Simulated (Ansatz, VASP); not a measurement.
**One calculation of BeAu3, two programs**

```
Be Au
1.0
     3.95749    0.00000    0.00000
     0.00000    3.95749    0.00000
     0.00000    0.00000    3.95749
Be Au
1 3
Cartesian
  0.0000 0.0000 0.0000
  0.0000 1.9787 1.9787
  1.9787 0.0000 1.9787
  1.9787 1.9787 0.0000
```

Alike in both runs: task single point; functional r2SCAN; k mesh 6 × 6 × 6; occupations gaussian, width 0.15 eV; no spin polarisation.

|  | VASP | Ansatz |
| --- | --- | --- |
| version | VASP 6.6.1 | Ansatz 0.2.0 |
| potentials or method | VASP PAW PBE potentials, release 64 (Be, Au), cutoff 520 eV | plane waves, PAW |
| valence electrons in the cell | 35 | 59 |

VASP gave:

| Item | Value |
| --- | --- |
| pressure (GPa) | 1.9 |

Task: Estimate Ansatz's values.

Result: Pressure (GPa): 1.7.

VASP's potentials were made for PBE, not for r2SCAN. VASP's potentials hold 35 valence electrons a cell and Ansatz's 59, so a difference there can come from the potentials and not from the codes.

Spin-orbit coupling is off throughout.
